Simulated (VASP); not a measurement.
Wanted: the native input for a VASP 6.6.1 run.

| Quantity | Value |
| --- | --- |
| Task | single point |
| Functional | PBE |
| Potentials or basis | VASP PAW PBE potentials, release 64 (Ru_pv, S) |
| Cutoff | 520 eV |
| k mesh | 12 × 12 × 7 |
| Occupations | fermi-dirac, width 0.05 eV |
| Spin | no spin polarisation |
| Dipole correction | no |
| Further INCAR settings | ALGO = Normal; EDIFF = 1e-06; NBANDS = 20 |

The structure of RuS2 (CdI2 type) lies in POSCAR:

```
RuS2
1.0
    3.4427884332      0.0000000000      0.0000000000
   -1.7213942166      2.9815422430      0.0000000000
    0.0000000000      0.0000000000      5.1133983325
Ru S
1 2
Direct
    0.0000000000      0.0000000000      0.0000000000
    0.3333333333      0.6666666667      0.2536057355
    0.6666666667      0.3333333333      0.7463942645
```

One way to write it, as run:

INCAR

```
PREC = Accurate ; ENCUT = 520
EDIFF = 1E-6 ; ISMEAR = -1
SIGMA = 0.05 ; LREAL = F
LASPH = T ; NELM = 80
ALGO = Normal ; ISIF = 2
LWAVE = F ; LCHARG = F
GGA = PE ; NBANDS = 20
```

KPOINTS

```
Automatic mesh
0
Gamma
  12 12 7
```

Potentials or basis: VASP PAW PBE potentials, release 64 (Ru_pv, S).

Run with:

```sh
$ cat potpaw_PBE.64/Ru_pv/POTCAR potpaw_PBE.64/S/POTCAR > POTCAR
$ mpirun -np 1 vasp_std > vasp.out
```

It gave:

The pressure is -0.2 GPa and the largest force is 0.018 eV/Å. The band gap on the k mesh is zero (bands 13 and 14 overlap by 0.52 eV).

Wall time 52 s on 1 thread of AMD EPYC 9R45 96-Core Processor (Zen 5), on a shared host, peak memory 0.22 GiB.
